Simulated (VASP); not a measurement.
# Cr (Im-3m) in VASP: a series of runs, part 2 of 2

VASP 6.6.1. The steps go on from the part before.

**4. Single point, LDA, collinear spin, ferromagnetic start**

INCAR reads:

```
SYSTEM = Cr
PREC     = Accurate       ! precision mode
ENCUT    = 520            ! plane-wave cutoff, eV
EDIFF    = 1E-6           ! SCF threshold, eV
ISMEAR   = 1              ! smearing method
SIGMA    = 0.2            ! smearing width, eV
LREAL    = .FALSE.        ! projectors in reciprocal space
LASPH    = .TRUE.         ! aspherical terms in the spheres
NELM     = 150            ! most SCF steps
ALGO     = Normal         ! electronic algorithm
ISIF     = 2              ! what is computed and relaxed
LWAVE    = .FALSE.        ! write WAVECAR
LCHARG   = .FALSE.        ! write CHGCAR
ISPIN    = 2              ! spin polarisation
MAGMOM   = 1.5            ! initial moments
LORBIT   = 11             ! projections on sites
LMAXMIX  = 4              ! l up to which the mixer works
GGA      = CA             ! functional
NBANDS   = 16             ! bands
```

KPOINTS reads:

```
Automatic mesh
0
G
  16 16 16
  0 0 0
```

POSCAR reads:

```
Cr
1.0
   -1.3938676992      1.3938676992      1.3938676992
    1.3938676992     -1.3938676992      1.3938676992
    1.3938676992      1.3938676992     -1.3938676992
Cr
1
Direct
    0.0000000000      0.0000000000      0.0000000000
```

Potentials or basis: VASP PAW LDA potentials, release 64 (Cr_pv).

Run with:

```sh
$ cat potpaw_LDA.64/Cr_pv/POTCAR > POTCAR
$ mpirun -np 1 vasp_std > vasp.out
```

OUTCAR:

```text
SYSTEM = Cr
   PREC = Accurate
   ENCUT = 520
   EDIFF = 1E-6
   ISMEAR = 1
   LREAL = .FALSE.
   LASPH = .TRUE.
   NELM = 150
   ISIF = 2
   ISPIN = 2
   LORBIT = 11
   GGA = CA

 ion  position               nearest neighbor table
   1  0.000  0.000  0.000-

  LATTYP: Found a body centered cubic cell.
 ALAT       =     2.7877353984

  Lattice vectors:

 A1 = (  -1.3938676992,   1.3938676992,   1.3938676992)
 A2 = (   1.3938676992,  -1.3938676992,   1.3938676992)
 A3 = (   1.3938676992,   1.3938676992,  -1.3938676992)

Analysis of symmetry for initial positions (statically):
=====================================================================
 Subroutine PRICEL returns:
 Original cell was already a primitive cell.

 Routine SETGRP: Setting up the symmetry group for a
 body centered cubic supercell.

 Subroutine GETGRP returns: Found 48 space group operations
 (whereof 48 operations were pure point group operations)
 out of a pool of 48 trial point group operations.

The static configuration has the point symmetry O_h .

Analysis of symmetry for dynamics (positions and initial velocities):
[... 643 lines left out ...]
 k-point     1 :       0.0000    0.0000    0.0000
  band No.  band energies     occupation
      1     -30.5019      1.00000
      2     -30.5019      1.00000
      3     -30.5019      1.00000
      4       3.7366      1.00000
      5      10.7342      1.00000
      6      10.7342      1.00000
[... 435 lines left out ...]
      5       9.3070      1.00000
      6      10.0260      1.00000
[... 8 lines left out ...]
     15      42.3847      0.00000
     16      46.9089      0.00000

 [... further k-points ...]

------------------------ aborting loop because EDIFF is reached ----------------------------------------

  FORCE on cell =-STRESS in cart. coord.  units (eV):
  Direction    XX          YY          ZZ          XY          YZ          ZX
  --------------------------------------------------------------------------------------
  -------------------------------------------------------------------------------------
  Total        0.0135848      0.0135848      0.0135848      0.0000000      0.0000000     -0.0000000
  in kB        2.0092753      2.0092753      2.0092753      0.0000000      0.0000000     -0.0000000
  external PRESSURE =       2.0092753 kB  Pullay stress =       0.0000000 kB

 VOLUME and BASIS-vectors are now :
 -----------------------------------------------------------------------------
  energy-cutoff  :      520.00
  volume of cell :       10.83
      direct lattice vectors                 reciprocal lattice vectors
    -1.393867699  1.393867699  1.393867699     0.000000000  0.358714102  0.358714102
     1.393867699 -1.393867699  1.393867699     0.358714102  0.000000000  0.358714102
     1.393867699  1.393867699 -1.393867699     0.358714102  0.358714102  0.000000000

 POSITION                                       TOTAL-FORCE (eV/Angst)
 -----------------------------------------------------------------------------------
      0.00000      0.00000      0.00000        -0.000000     -0.000000      0.000000
 -----------------------------------------------------------------------------------
    total drift:                                0.000000      0.000000      0.000000

  FREE ENERGIE OF THE ION-ELECTRON SYSTEM (eV)
  ---------------------------------------------------
  free  energy   TOTEN  =       -10.6305031596 eV

  energy  without entropy=      -10.6300006971  energy(sigma->0) =      -10.63033567

 total charge

# of ion       s       p       d       tot
------------------------------------------
    1        0.449   6.441   4.317  11.207

 magnetization (x)

# of ion       s       p       d       tot
------------------------------------------
    1        0.000  -0.000  -0.000  -0.000
```

stdout:

```text
POSCAR found type information on POSCAR Cr
 POSCAR found :  1 types and       1 ions
 scaLAPACK will be used
 LDA part: xc-table for (Slater(with rela. corr.)+CA(PZ))
 , standard interpolation
 POSCAR, INCAR and KPOINTS ok, starting setup
 FFT: planning ... GRIDC
 FFT: planning ... GRID_SOFT
 FFT: planning ... GRID
 WAVECAR not read
 entering main loop
```

It took 29 s on 1 thread of Intel Xeon 6975P-C, shared host; peak memory 0.15 GiB.

What came out:

```
Free energy                                           : -10.6305 eV
Pressure                                              : 0.2 GPa
Band gap on the k mesh                                : zero (filled and empty bands overlap)
Net moment                                            : 0.00 μB per cell
Valence electrons inside the program's atomic spheres : Cr 11.21
```

Caveat: the starting moments collapsed, and a magnetic state may lie lower.

**5. Single point, LDA, collinear spin, ferromagnetic start**

INCAR reads:

```
ALGO = Normal
EDIFF = 1E-6
ENCUT = 520
GGA = CA
ISIF = 2
ISMEAR = 1
ISPIN = 2
LASPH = True
LCHARG = False
LMAXMIX = 4
LORBIT = 11
LREAL = False
LWAVE = False
MAGMOM = 1.5
NBANDS = 16
NELM = 150
PREC = Accurate
SIGMA = 0.3
```

KPOINTS reads:

```
k-points
0
Gamma
  16 16 16
```

POSCAR is that of step 4.

Run with:

```sh
$ cat potpaw_LDA.64/Cr_pv/POTCAR > POTCAR
$ mpirun -np 1 vasp_std > vasp.out
```

Wall time 30 s (1 thread of Intel Xeon 6975P-C, shared host); peak memory 0.15 GiB.

The run converged. Its results:

```yaml
Free_energy: -10.6301 eV
Pressure: 0.1 GPa
Band_gap_on_the_k_mesh: zero (filled and empty bands overlap)
Net_moment: 0.00 μB per cell
Valence_electrons_inside_the_program's_atomic_spheres: Cr 11.21
```

Levels at points of the mesh, in eV from the Fermi level:
Spin up:
| k point | band 3 | band 4 | band 5 | band 6 | band 7 | band 8 | band 9 | band 10 |
| --- | --- | --- | --- | --- | --- | --- | --- | --- |
| (0.00, 0.00, 0.00) | -42.23 | -7.99 | -1.00 | -1.00 | -1.00 | 1.18 | 1.18 | 5.39 |
| (0.50, 0.00, 0.00) | -42.24 | -4.76 | -2.69 | 1.22 | 1.40 | 1.56 | 3.15 | 5.39 |
| (0.50, 0.50, 0.50) | -43.02 | -4.76 | -4.76 | 2.71 | 2.71 | 2.71 | 5.39 | 11.23 |
Spin down:
| k point | band 2 | band 3 | band 4 | band 5 | band 6 | band 7 | band 8 | band 9 | band 10 | band 11 |
| --- | --- | --- | --- | --- | --- | --- | --- | --- | --- | --- |
| (0.00, 0.00, 0.00) | -42.23 | -42.23 | -7.99 | -1.00 | -1.00 | -1.00 | 1.18 | 1.18 | 5.39 | 22.84 |
| (0.50, 0.00, 0.00) | -42.59 | -42.24 | -4.76 | -2.69 | 1.22 | 1.40 | 1.56 | 3.15 | 5.39 | 10.76 |
| (0.50, 0.50, 0.50) | -43.02 | -43.02 | -4.76 | -4.76 | 2.71 | 2.71 | 2.71 | 5.39 | 11.23 | 11.23 |

Caveat: the starting moments collapsed, and a magnetic state may lie lower.
